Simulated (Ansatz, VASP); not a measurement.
PtSe in VASP and in Ansatz

POSCAR

```
PtSe
1.0
    3.7018703300      0.0000000000      0.0000000000
   -1.8509351600      3.2059137500      0.0000000000
    0.0000000000      0.0000000000      3.6128420300
Pt Se
1 1
Direct
    0.0000000000      0.0000000000      0.0000000000
    0.6666666667      0.3333333333      0.5000000000
```

Contents of INCAR.step1:

```
ALGO = Normal ; EDIFF = 1E-5
ENCUT = 520 ; GGA = PE
ISIF = 2 ; ISMEAR = -1
LASPH = True ; LCHARG = False
LREAL = False ; LWAVE = True
NBANDS = 15 ; NELM = 100
PREC = Accurate ; SIGMA = 0.05
```

Contents of INCAR.step2:

```
AEXX = 0.5 ; ALGO = Normal
EDIFF = 1E-6 ; ENCUT = 520
ISIF = 2 ; ISMEAR = -1
ISTART = 1 ; LASPH = True
LCHARG = False ; LHFCALC = True
LMIXTAU = True ; LREAL = False
LWAVE = False ; METAGGA = R2SCAN
NBANDS = 15 ; NELM = 100
PREC = Accurate ; PRECFOCK = Normal
SIGMA = 0.05
```

KPOINTS

```
k-points
0
Gamma
  4 4 4
```

Contents of input.yaml:

```yaml
crystal:
  lattice:
    - [3.70187033, 0.0, 0.0]
    - [-1.85093516, 3.20591375, 0.0]
    - [0.0, 0.0, 3.61284203]
  atoms:
    - { symbol: Pt, position: [0.0, 0.0, 0.0] }
    - { symbol: Se, position: [0.6666666667, 0.3333333333, 0.5] }
hamiltonian:
  xc: r2scan50
  pseudopotentials: { kind: paw }
kpoints:
  mp_grid: { grid: [4, 4, 4] }
scf:
  occupations: { method: fermi_dirac, width: 0.05 }
output:
  forces: true
  stress: true
  eigenvalues: true
  write_density: true
  write_potential: true
  elf: true
  volumetric_format: npy
```

Alike in both runs: task single point; functional r2SCAN50; k mesh 4 × 4 × 4; occupations fermi-dirac, width 0.05 eV; no spin polarisation.

|  | VASP | Ansatz |
| --- | --- | --- |
| version | VASP 6.6.1 | Ansatz 0.2.0 |
| potentials or method | VASP PAW PBE potentials, release 64 (Pt, Se) | Ansatz PAW |
| plane-wave cutoff (eV) | 520 | 500 |
| valence electrons in the cell | 16 | 34 |

VASP gave:

- gap on the k mesh at the Fermi level (eV): none
- pressure (GPa): -19.4
- traceless stress, the component that is largest in VASP (GPa): -4.30

Which values does Ansatz return?

gap on the k mesh at the Fermi level (eV): none; pressure (GPa): -18.9; traceless stress, the component that is largest in VASP (GPa): -4.30.

VASP's potentials were made for PBE, not for r2SCAN50. A gap of «none» marks a metal or a gap that the smearing closes. VASP's potentials hold 16 valence electrons a cell and Ansatz's 34, so a difference there can come from the potentials and not from the codes.

The k mesh is coarse, so the values compare programs but aren't converged. Spin-orbit coupling is off throughout.
